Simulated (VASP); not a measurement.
ZnO2: single point with r2SCAN

Crystal: ZnO2.

```
Zn O
1.0
     4.95733    0.00000    0.00000
     0.00000    4.95733    0.00000
     0.00000    0.00000    4.95733
Zn O
4 8
Cartesian
  0.0000 2.4787 2.4787
  2.4787 2.4787 0.0000
  2.4787 0.0000 2.4787
  0.0000 0.0000 0.0000
  2.0453 0.4334 4.5240
  0.4334 4.5240 2.0453
  4.5240 2.0453 0.4334
  2.9120 2.9120 2.9120
  2.0453 2.0453 2.0453
  0.4334 2.9120 4.5240
  4.5240 0.4334 2.9120
  2.9120 4.5240 0.4334
```

| Quantity | Value |
| --- | --- |
| Program | VASP 6.6.1 |
| Task | single point |
| Functional | r2SCAN |
| Potentials or basis | VASP PAW PBE potentials, release 64 (Zn, O) |
| Cutoff | 520 eV |
| k mesh | 4 × 4 × 4 |
| Occupations | gaussian, width 0.1 eV |
| Spin | no spin polarisation |
| Dipole correction | no |
| Further INCAR settings | ALGO = Normal; EDIFF = 1e-06; NBANDS = 60 |

| Quantity | Value |
| --- | --- |
| Pressure | -6.3 GPa |
| Largest force | 0.005 eV/Å |
| Band gap on the k mesh | 2.76 eV (least direct gap 2.84 eV) |

Forces on the atoms (eV/Å):
```
Zn   0.000  0.000  0.000
Zn   0.000  0.000  0.000
Zn   0.000  0.000  0.000
Zn   0.000  0.000  0.000
O   -0.003  0.003 -0.003
O    0.003 -0.003 -0.003
O   -0.003 -0.003  0.003
O    0.003  0.003  0.003
O   -0.003 -0.003 -0.003
O    0.003  0.003 -0.003
O   -0.003  0.003  0.003
O    0.003 -0.003  0.003
```

Levels at points of the mesh, in eV from the valence-band top:
| k point | band 46 | band 47 | band 48 | band 49 | band 50 | band 51 |
| --- | --- | --- | --- | --- | --- | --- |
| (0.00, 0.00, 0.00) | -0.28 | 0.00 | 0.00 | 3.40 | 3.77 | 3.77 |
| (0.50, 0.00, 0.00) | -1.27 | -0.19 | -0.19 | 2.97 | 2.97 | 3.80 |
| (0.50, 0.50, 0.00) | -1.24 | -1.24 | -1.24 | 3.45 | 3.45 | 3.45 |
| (0.50, 0.50, 0.50) | -1.94 | -1.94 | -1.94 | 4.00 | 4.00 | 4.00 |

Wall time 6.1 min on 1 thread of Intel Xeon 8259CL, on a shared host, peak memory 0.28 GiB.

Caveat: the cell stands under tension; the PAW data sets were made with another functional, which shifts forces and pressure a little. A k mesh can miss the band edges.
